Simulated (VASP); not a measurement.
Here is a VASP 6.6.1 calculation.

File INCAR:

```
  PREC = Accurate
  ENCUT = 520
  EDIFF = 1E-6
  ISMEAR = 0
  SIGMA = 0.05
  LREAL = False
  LASPH = True
  NELM = 100
  ALGO = Normal
  ISIF = 2
  LWAVE = False
  LCHARG = False
  GGA = PE
  NBANDS = 25
```

File KPOINTS:

```
regular mesh
0
Gamma
  6 6 6
```

POSCAR

```
SiO2
1.0
   -2.5133692696      2.5133692696      3.6893906705
    2.5133692696     -2.5133692696      3.6893906705
    2.5133692696      2.5133692696     -3.6893906705
Si O
2 4
Direct
    0.0000000000      0.0000000000      0.0000000000
    0.7500000000      0.2500000000      0.5000000000
    1.0117718934      0.6250000000      0.8867718934
    0.3750000000      0.2617718934      0.3867718934
    0.7382281066      0.1250000000      0.1132281066
    0.8750000000     -0.0117718934      0.6132281066
```

Potentials or basis: VASP PAW PBE potentials, release 64 (Si, O).

Launch:

```bash
$ cat potpaw_PBE.64/Si/POTCAR potpaw_PBE.64/O/POTCAR > POTCAR
$ mpirun -np 1 vasp_std > vasp.out
```

(1) Estimate the pressure.

(2) What does it give for the largest force?

(3) What does it give for the band gap on the k mesh?

Results:

(1) -15.0 GPa.

(2) 1.621 eV/Å.

(3) 5.13 eV.

Caveat: the cell differs from its parent crystal (atoms displaced along a vibrational mode); the cell stands under tension; forces of over 1 eV/Å act on the atoms, so gaps and moduli don't describe the material at rest.
